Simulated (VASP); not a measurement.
# TiAl3 (I4/mmm) in VASP: single point with PBE

Aim: the single point of TiAl3 with PBE.

Program: VASP 6.6.1. These are calculated values, not measurements. Logs are shortened: lines on timing, memory, paths and dates and some standing lists are left out, and cuts for length are marked.

### Step 1. The cell of the first run

Symmetry: I4/mmm, No. 139, tetragonal system. The conventional cell has a = 3.845 Å, b = 3.845 Å, c = 8.624 Å, α = 90.00°, β = 90.00°, γ = 90.00°. Within 3.6 Å of Ti (site symmetry 4/mmm) lie 12 Al at 2.72 to 2.89 Å. Al (site symmetry 4/mmm) has 4 Ti at 2.72 Å and 8 Al at 2.89 Å within 3.6 Å. Al (site symmetry -4m2) has 8 Al at 2.72 to 2.89 Å and 4 Ti at 2.89 Å within 3.6 Å.

### Step 2. Single point, PBE

Contents of INCAR:

```
SYSTEM = TiAl3
PREC = Accurate
ENCUT = 520
EDIFF = 1E-7
ISMEAR = 1
SIGMA = 0.1
LREAL = Auto
LASPH = .TRUE.
NELM = 60
ALGO = Normal
ISIF = 2
LWAVE = .FALSE.
LCHARG = .FALSE.
GGA = PE
NBANDS = 56
```

Contents of KPOINTS:

```
Automatic mesh
0
G
  3 3 2
  0 0 0
```

Contents of POSCAR:

```
TiAl3
1.0
    3.8447514417      3.8447514417      0.0000000000
   -3.8447514417      3.8447514417      0.0000000000
    0.0000000000      0.0000000000      8.6237151269
Ti Al
4 12
Direct
    0.0000000000      0.0000000000      0.0000000000
    0.0000000000      0.5000000000      0.5000000000
    0.5000000000      0.0000000000      0.5000000000
    0.5000000000      0.5000000000      0.0000000000
    0.0000000000      0.0000000000      0.5000000000
    0.0000000000      0.5000000000      0.0000000000
    0.5000000000      0.0000000000      0.0000000000
    0.5000000000      0.5000000000      0.5000000000
    0.2500000000      0.2500000000      0.2500000000
    0.2500000000      0.7500000000      0.7500000000
    0.7500000000      0.2500000000      0.7500000000
    0.7500000000      0.7500000000      0.2500000000
    0.2500000000      0.2500000000      0.7500000000
    0.2500000000      0.7500000000      0.2500000000
    0.7500000000      0.2500000000      0.2500000000
    0.7500000000      0.7500000000      0.7500000000
```

Potentials or basis: VASP PAW PBE potentials, release 64 (Ti_sv, Al).

Run with:

```sh
> cat potpaw_PBE.64/Ti_sv/POTCAR potpaw_PBE.64/Al/POTCAR > POTCAR
> mpirun -np 1 vasp_std > vasp.out
```

OUTCAR:

```text
SYSTEM = TiAl3
   PREC = Accurate
   ENCUT = 520
   EDIFF = 1E-7
   ISMEAR = 1
   LREAL = Auto
   LASPH = .TRUE.
   NELM = 60
   ISIF = 2
   GGA = PE

 ion  position               nearest neighbor table
   1  0.000  0.000  0.000-   6 2.72   7 2.72   6 2.72   7 2.72  11 2.89  12 2.89  13 2.89  14 2.89
                            15 2.89  16 2.89   9 2.89  10 2.89
   2  0.000  0.500  0.500-   5 2.72   8 2.72   5 2.72   8 2.72  11 2.89  12 2.89  13 2.89  14 2.89
                            15 2.89  16 2.89   9 2.89  10 2.89
   3  0.500  0.000  0.500-   5 2.72   8 2.72   8 2.72   5 2.72  11 2.89  12 2.89  13 2.89  14 2.89
                            15 2.89  16 2.89   9 2.89  10 2.89
   4  0.500  0.500  0.000-   6 2.72   7 2.72   7 2.72   6 2.72  11 2.89  12 2.89  13 2.89  14 2.89
                            15 2.89  16 2.89   9 2.89  10 2.89
   5  0.000  0.000  0.500-   2 2.72   3 2.72   2 2.72   3 2.72  11 2.89  12 2.89  13 2.89  14 2.89
                            15 2.89  16 2.89   9 2.89  10 2.89
   6  0.000  0.500  0.000-   1 2.72   4 2.72   1 2.72   4 2.72  11 2.89  12 2.89  13 2.89  14 2.89
                            15 2.89  16 2.89   9 2.89  10 2.89
   7  0.500  0.000  0.000-   1 2.72   4 2.72   4 2.72   1 2.72  11 2.89  12 2.89  13 2.89  14 2.89
                            15 2.89  16 2.89   9 2.89  10 2.89
   8  0.500  0.500  0.500-   2 2.72   3 2.72   3 2.72   2 2.72  11 2.89  12 2.89  13 2.89  14 2.89
                            15 2.89  16 2.89   9 2.89  10 2.89
   9  0.250  0.250  0.250-  14 2.72  15 2.72  14 2.72  15 2.72   5 2.89   6 2.89   7 2.89   8 2.89
                             1 2.89   2 2.89   3 2.89   4 2.89
  10  0.250  0.750  0.750-  13 2.72  16 2.72  13 2.72  16 2.72   5 2.89   6 2.89   7 2.89   8 2.89
                             1 2.89   2 2.89   3 2.89   4 2.89
  11  0.750  0.250  0.750-  13 2.72  16 2.72  16 2.72  13 2.72   5 2.89   6 2.89   7 2.89   8 2.89
                             1 2.89   2 2.89   3 2.89   4 2.89
  12  0.750  0.750  0.250-  14 2.72  15 2.72  15 2.72  14 2.72   5 2.89   6 2.89   7 2.89   8 2.89
                             1 2.89   2 2.89   3 2.89   4 2.89
  13  0.250  0.250  0.750-  10 2.72  11 2.72  10 2.72  11 2.72   5 2.89   6 2.89   7 2.89   8 2.89
                             1 2.89   2 2.89   3 2.89   4 2.89
  14  0.250  0.750  0.250-   9 2.72  12 2.72   9 2.72  12 2.72   5 2.89   6 2.89   7 2.89   8 2.89
                             1 2.89   2 2.89   3 2.89   4 2.89
  15  0.750  0.250  0.250-   9 2.72  12 2.72  12 2.72   9 2.72   5 2.89   6 2.89   7 2.89   8 2.89
                             1 2.89   2 2.89   3 2.89   4 2.89
  16  0.750  0.750  0.750-  10 2.72  11 2.72  11 2.72  10 2.72   5 2.89   6 2.89   7 2.89   8 2.89
                             1 2.89   2 2.89   3 2.89   4 2.89

  LATTYP: Found a simple tetragonal cell.
 ALAT       =     5.4372996328
 C/A-ratio  =     1.5860290419

  Lattice vectors:

 A1 = (   3.8447514417,   3.8447514417,   0.0000000000)
 A2 = (  -3.8447514417,   3.8447514417,   0.0000000000)
 A3 = (   0.0000000000,   0.0000000000,   8.6237151269)

Analysis of symmetry for initial positions (statically):
=====================================================================
 Subroutine PRICEL returns following result:

  LATTYP: Found a body centered tetragonal cell.
 ALAT       =     3.8447514417
 C/A-ratio  =     2.2429837813

  Lattice vectors:

 A1 = (   1.9223757209,  -1.9223757209,  -4.3118575634)
 A2 = (  -1.9223757209,   1.9223757208,  -4.3118575635)
 A3 = (   1.9223757208,   1.9223757209,   4.3118575634)

   4 primitive cells build up your supercell.

 Routine SETGRP: Setting up the symmetry group for a
 simple tetragonal supercell.

 Subroutine GETGRP returns: Found 16 space group operations
 (whereof 16 operations were pure point group operations)
 out of a pool of 16 trial point group operations.

The static configuration has the point symmetry D_4h.

Analysis of symmetry for dynamics (positions and initial velocities):
=====================================================================
 Subroutine PRICEL returns following result:

  LATTYP: Found a body centered tetragonal cell.
 ALAT       =     3.8447514417
 C/A-ratio  =     2.2429837813

  Lattice vectors:

 A1 = (   1.9223757209,  -1.9223757209,  -4.3118575634)
 A2 = (  -1.9223757209,   1.9223757208,  -4.3118575635)
 A3 = (   1.9223757208,   1.9223757209,   4.3118575634)

   4 primitive cells build up your supercell.

 Routine SETGRP: Setting up the symmetry group for a
 simple tetragonal supercell.

 Subroutine GETGRP returns: Found 16 space group operations
 (whereof 16 operations were pure point group operations)
 out of a pool of 16 trial point group operations.

The dynamic configuration has the point symmetry D_4h.

 Subroutine INISYM returns: Found 16 space group operations
 (whereof 16 operations are pure point group operations),
 and found     4 'primitive' translations

----------------------------------------------------------------------------------------

                                     Primitive cell

  volume of cell :      63.7384

  direct lattice vectors                    reciprocal lattice vectors
     1.922375721 -1.922375721 -4.311857563     0.260094837  0.000000000 -0.115959304
    -1.922375721  1.922375721 -4.311857563     0.000000000  0.260094837 -0.115959304
     1.922375721  1.922375721  4.311857563     0.260094837  0.260094837 -0.000000000

  length of vectors
     5.097369172  5.097369172  5.097369172     0.284773391  0.284773391  0.367829646

  position of ions in fractional coordinates (direct lattice)
     0.000000000  0.000000000  0.000000000
     0.500000000  0.500000000  1.000000000
     0.750000000  0.250000000  0.500000000
     0.250000000  0.750000000  0.500000000

  ion indices of the primitive-cell ions
   primitive index   ion index
                 1           1
                 2           5
                 3           9
                 4          13

----------------------------------------------------------------------------------------

 KPOINTS: Automatic mesh

Automatic generation of k-mesh.
 Grid dimensions read from file:
 generate k-points for:    3    3    2

 Generating k-lattice:

  Cartesian coordinates                     Fractional coordinates (reciprocal lattice)
     0.043349140  0.043349140  0.000000000     0.333333333  0.000000000  0.000000000
    -0.043349140  0.043349140  0.000000000     0.000000000  0.333333333  0.000000000
     0.000000000  0.000000000  0.057979652     0.000000000  0.000000000  0.500000000

  Length of vectors
     0.061304941  0.061304941  0.057979652

  Shift w.r.t. Gamma in fractional coordinates (k-lattice)
     0.000000000  0.000000000  0.000000000

 Subroutine IBZKPT returns following result:
 ===========================================

 Found      6 irreducible k-points:

 Following reciprocal coordinates:
            Coordinates               Weight
  0.000000  0.000000  0.000000      1.000000
  0.333333  0.000000  0.000000      4.000000
  0.333333  0.333333  0.000000      4.000000
  0.000000  0.000000  0.500000      1.000000
  0.333333  0.000000  0.500000      4.000000
  0.333333  0.333333  0.500000      4.000000
   k-points           NKPTS =      6   k-points in BZ     NKDIM =      6   number of bands    NBANDS=     56
   number of dos      NEDOS =    301   number of ions     NIONS =     16
   total plane-waves  NPLWV = 102400
   dimension x,y,z NGX =    40 NGY =   40 NGZ =   64
   dimension x,y,z NGXF=    80 NGYF=   80 NGZF=  128
   ions per type =               4  12
   NGX,Y,Z   is equivalent  to a cutoff of  12.23, 12.23, 12.34 a.u.
   NGXF,Y,Z  is equivalent  to a cutoff of  24.46, 24.46, 24.68 a.u.
 SYSTEM =  TiAl3
   PREC   = accura    normal or accurate (medium, high low for compatibility)
   ISTART =      0    job   : 0-new  1-cont  2-samecut
   ICHARG =      2    charge: 1-file 2-atom 10-const
   ISPIN  =      1    spin polarized calculation?
   LNONCOLLINEAR =      F non collinear calculations
   LSORBIT =      F    spin-orbit coupling
   LASPH  =      T    aspherical Exc in radial PAW
   ENCUT  =  520.0 eV  38.22 Ry    6.18 a.u.  10.11 10.11 16.03*2*pi/ulx,y,z
   NELM   =     60;   NELMIN=  2; NELMDL= -5     # of ELM steps
   EDIFF  = 0.1E-06   stopping-criterion for ELM
   LREAL  =      T    real-space projection
   EDIFFG = 0.1E-05   stopping-criterion for IOM
   NSW    =      0    number of steps for IOM
   IBRION =     -1    ionic relax: 0-MD 1-quasi-New 2-CG
   NFREE  =      0    steps in history (QN), initial steepest desc. (CG)
   ISIF   =      2    stress and relaxation
   ISYM   =      2    0-nonsym 1-usesym 2-fastsym
   POTIM  = 0.5000    time-step for ionic-motion
   TEBEG  =    0.0;   TEEND  =   0.0 temperature during run
   PSTRESS=    0.0 pullay stress
   NELECT =      84.0000    total number of electrons
   NUPDOWN=      -1.0000    fix difference up-down
   EMIN   =  10.00;   EMAX   =-10.00  energy-range for DOS
   EFERMI =   0.00;   METHOD = LEGACY
   ISMEAR =     1;   SIGMA  =   0.10  broadening in eV -4-tet -1-fermi 0-gaus
   EFERMI_NEDOS =   21; number of points for ismear=-14 and -15
   IALGO  =     38    algorithm
   IMIX   =      4    mixing-type and parameters
     AMIX     =   0.40;   BMIX     =  1.00
     AMIX_MAG =   1.60;   BMIX_MAG =  1.00
  volume/ion in A,a.u.               =      15.93       107.53
  Fermi-wavevector in a.u.,A,eV,Ry     =   1.130701  2.136714 17.394828  1.278484
  Thomas-Fermi vector in A             =   2.267398
   LORBIT       =      0    0 simple, 1 ext, 2 COOP (PROOUT), +10 PAW based schemes
   GGA     = PE    functional components
   LHFCALC =     F    Hartree Fock is set to
   AEXX    =    0.0000 exact exchange contribution
   IVDW    =     0    specifies the selected vdW correction
   LEPSILON=     F    determine dielectric tensor
   LRPA    =     F    only Hartree local field effects (RPA)
 non-spin polarized calculation
 Methfessel and Paxton  Order N= 1 SIGMA  =   0.10
  energy-cutoff  :      520.00
  volume of cell :      254.95
 maximum number of plane-waves:      6896
   NGX = 21   NGY = 21   NGZ = 33

 number of electron      84.0000023 magnetization

 Free energy of the ion-electron system (eV)
  ---------------------------------------------------
  ext. energy  EPLUGINS =         0.00000000
  ---------------------------------------------------
  free energy    TOTEN  =       -82.51703495 eV

  energy without entropy =      -82.52280828  energy(sigma->0) =      -82.51895939

 E-fermi :   8.1752     XC(G=0): -10.7186

 val. band max:        8.0973405965   @ k =   0.3333   0.0000   0.5000
 cond. band min:       8.2457435373   @ k =   0.3333   0.3333   0.5000
 fundamental gap:      0.1484029408
 Fermi energy:         8.1752459942

 k-point     1 :       0.0000    0.0000    0.0000
  band No.  band energies     occupation
      1     -48.3544      2.00000
      2     -48.3544      2.00000
      3     -48.3521      2.00000
      4     -48.3521      2.00000
      5     -24.6962      2.00000
      6     -24.6962      2.00000
[... 46 lines left out ...]
     53      10.4240      0.00000
     54      10.5303      0.00000

 k-point     2 :       0.3333    0.0000    0.0000
  band No.  band energies     occupation
      1     -48.3538      2.00000
      2     -48.3538      2.00000
      3     -48.3527      2.00000
      4     -48.3527      2.00000
      5     -24.6911      2.00000
      6     -24.6907      2.00000
[... 46 lines left out ...]
     53      10.2281      0.00000
     54      10.2586      0.00000
[... 169 lines left out ...]
     53      10.5374      0.00000
     54      10.5374      0.00000

 k-point     6 :       0.3333    0.3333    0.5000
  band No.  band energies     occupation
      1     -48.3535      2.00000
      2     -48.3535      2.00000
      3     -48.3529      2.00000
      4     -48.3529      2.00000
      5     -24.6984      2.00000
      6     -24.6984      2.00000
[... 46 lines left out ...]
     53      10.7612      0.00000
     54      10.7617      0.00000
 [bands above 54 left out]

------------------------ aborting loop because EDIFF is reached ----------------------------------------

  FORCE on cell =-STRESS in cart. coord.  units (eV):
  Direction    XX          YY          ZZ          XY          YZ          ZX
  --------------------------------------------------------------------------------------
  -------------------------------------------------------------------------------------
  Total        0.5399595      0.5399595     -0.3942528      0.0000000     -0.0000000      0.0000000
  in kB        3.3932107      3.3932107     -2.4775613      0.0000000     -0.0000000      0.0000000
  external PRESSURE =       1.4362867 kB  Pullay stress =       0.0000000 kB

 VOLUME and BASIS-vectors are now :
 -----------------------------------------------------------------------------
  energy-cutoff  :      520.00
  volume of cell :      254.95
      direct lattice vectors                 reciprocal lattice vectors
     3.844751442  3.844751442  0.000000000     0.130047419  0.130047419  0.000000000
    -3.844751442  3.844751442  0.000000000    -0.130047419  0.130047419  0.000000000
     0.000000000  0.000000000  8.623715127     0.000000000  0.000000000  0.115959304

 POSITION                                       TOTAL-FORCE (eV/Angst)
 -----------------------------------------------------------------------------------
      0.00000      0.00000      0.00000         0.000000      0.000000     -0.000000
     -1.92238      1.92238      4.31186        -0.000000      0.000000      0.000000
      1.92238      1.92238      4.31186        -0.000000     -0.000000      0.000000
      0.00000      3.84475      0.00000        -0.000000      0.000000      0.000000
      0.00000      0.00000      4.31186        -0.000000      0.000000     -0.000000
     -1.92238      1.92238      0.00000        -0.000000      0.000000     -0.000000
[... 8 lines left out ...]
      1.92238      3.84475      2.15593        -0.000000      0.000000     -0.000000
      0.00000      5.76713      6.46779         0.000000      0.000000     -0.000000
 -----------------------------------------------------------------------------------
    total drift:                                0.000000     -0.000000     -0.000000

  FREE ENERGIE OF THE ION-ELECTRON SYSTEM (eV)
  ---------------------------------------------------
  free  energy   TOTEN  =       -82.5170349456 eV

  energy  without entropy=      -82.5228082842  energy(sigma->0) =      -82.51895939
```

Wall time 70 s (1 thread of AMD EPYC 9R45 (Zen 5), shared host); peak memory 0.29 GiB.

Results:

```yaml
Free_energy: -82.5170 eV
Pressure: 0.1 GPa
Band_gap_on_the_k_mesh: zero (bands 42 and 43 overlap by 0.47 eV)
```

Levels at points of the mesh, in eV from the Fermi level:
```csv
k point,band 40,band 41,band 42,band 43,band 44,band 45
"(0.00, 0.00, 0.00)",-0.92,-0.92,-0.22,0.69,0.69,0.79
"(0.00, 0.00, 0.50)",-1.09,-0.24,-0.24,0.84,0.84,0.85
```

Caveat: the k points lie up to 0.39 Å⁻¹ apart.

The gap in the log of VASP goes by the Fermi energy; the results here count the filled bands.